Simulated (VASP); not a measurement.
Input of a VASP 6.6.1 run:

Contents of POSCAR:

```
BeS
1.0
    0.0000000000      2.4087243418      2.4087243418
    2.4087243418      0.0000000000      2.4087243418
    2.4087243418      2.4087243418      0.0000000000
S Be
1 1
Direct
    0.7500000000      0.7500000000      0.7500000000
    0.0000000000      0.0000000000      0.0000000000
```

INCAR.step1

```
  PREC = Accurate
  ENCUT = 520
  ISMEAR = -1
  SIGMA = 0.05
  LREAL = False
  LASPH = True
  NELM = 100
  NBANDS = 11
  GGA = PE
  ALGO = Normal
  EDIFF = 1E-4
  LWAVE = True
  LCHARG = False
```

The input INCAR.step2:

```
  PREC = Accurate
  ENCUT = 520
  EDIFF = 1E-6
  ISMEAR = -1
  SIGMA = 0.05
  LREAL = False
  LASPH = True
  NELM = 100
  ALGO = Normal
  ISIF = 2
  LWAVE = False
  LCHARG = True
  METAGGA = R2SCAN
  LMIXTAU = True
  LELF = True
  LVHAR = True
  NBANDS = 11
  ISTART = 1
```

File KPOINTS:

```
regular mesh
0
Gamma
  9 9 9
```

Potentials or basis: VASP PAW PBE potentials, release 64 (S, Be).

Run with:

```sh
$ cat potpaw_PBE.64/S/POTCAR potpaw_PBE.64/Be/POTCAR > POTCAR
$ cp INCAR.step1 INCAR
$ mpirun -np 1 vasp_std > vasp.out
$ cp INCAR.step2 INCAR
$ mpirun -np 1 vasp_std > vasp.out
```

Q: What does it give for the band gap on the k mesh?

A: 3.63 eV, indirect (least direct gap 6.24 eV).

Q: Estimate the pressure.

A: 3.6 GPa.

Caveat: the PAW data sets were made with another functional, which shifts forces and pressure a little. A k mesh can miss the band edges.
